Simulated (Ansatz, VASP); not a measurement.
**WS2: VASP beside Ansatz**

INCAR

```
PREC     = Accurate       # precision mode
ENCUT    = 520            # plane-wave cutoff, eV
EDIFF    = 1E-7           # SCF threshold, eV
ISMEAR   = 0              # smearing method
SIGMA    = 0.05           # smearing width, eV
LREAL    = False          # projectors in reciprocal space
LASPH    = True           # aspherical terms in the spheres
NELM     = 100            # most SCF steps
ALGO     = Normal         # electronic algorithm
ISIF     = 2              # what is computed and relaxed
LWAVE    = False          # write WAVECAR
LCHARG   = False          # write CHGCAR
GGA      = PS             # functional
IVDW     = 12             # dispersion correction
NBANDS   = 20             # bands
```

Contents of KPOINTS:

```
regular mesh
0
Gamma
  12 12 2
```

Contents of POSCAR:

```
WS2
1.0
    3.1496284570      0.0000000000      0.0000000000
   -1.5748142285      2.7276582562      0.0000000000
    0.0000000000      0.0000000000     17.0768483000
W S
1 2
Direct
    0.3333333333      0.6666666667      0.0000000000
    0.6545016127      0.3333333333      0.9071447969
    0.6788317206      0.3333333333      0.0928552031
```

Input for Ansatz:

```yaml
crystal:
  lattice:
    - [3.149628457, 0.0, 0.0]
    - [-1.5748142285, 2.7276582562, 0.0]
    - [0.0, 0.0, 17.0768483]
  atoms:
    - { symbol: W, position: [0.3333333333, 0.6666666667, 0.0] }
    - { symbol: S, position: [0.6545016127, 0.3333333333, 0.9071447969] }
    - { symbol: S, position: [0.6788317206, 0.3333333333, 0.0928552031] }
basis:
  ecutwfc: 420
kpoints:
  mp_grid: { grid: [12, 12, 2] }
hamiltonian:
  xc: pbesol
  dispersion: d3bj
scf:
  occupations: { method: gaussian, width: 0.05 }
output:
  forces: true
  stress: true
  eigenvalues: true
```

Change from the starting cell: mode 4 frozen in at -0.038 Å, equal normal strain along x, y and z +0.0083.

Alike in both runs: task single point; functional PBEsol; dispersion D3(BJ); k mesh 12 × 12 × 2; occupations gaussian, width 0.05 eV; no spin polarisation.

```csv
,VASP,Ansatz
version,VASP 6.6.1,Ansatz 0.2.0
potentials or method,"VASP PAW PBE potentials, release 64 (W_sv, S), cutoff 520 eV","scalar-relativistic, plane waves, PAW"
valence electrons in the cell,26,26
```

VASP gave:

* gap on the k mesh at the Fermi level (eV): 1.94
* least direct gap on the mesh (eV): 1.97
* rms of the force components (eV/Å): 0.263

Problem. What did Ansatz give for the same quantities?

Solution. gap on the k mesh at the Fermi level (eV): 1.94; least direct gap on the mesh (eV): 1.97; rms of the force components (eV/Å): 0.271.

VASP's potentials were made for PBE, not for PBEsol. Atom by atom the forces differ by 0.010 eV/Å (rms over components).

Spin-orbit coupling is off throughout.
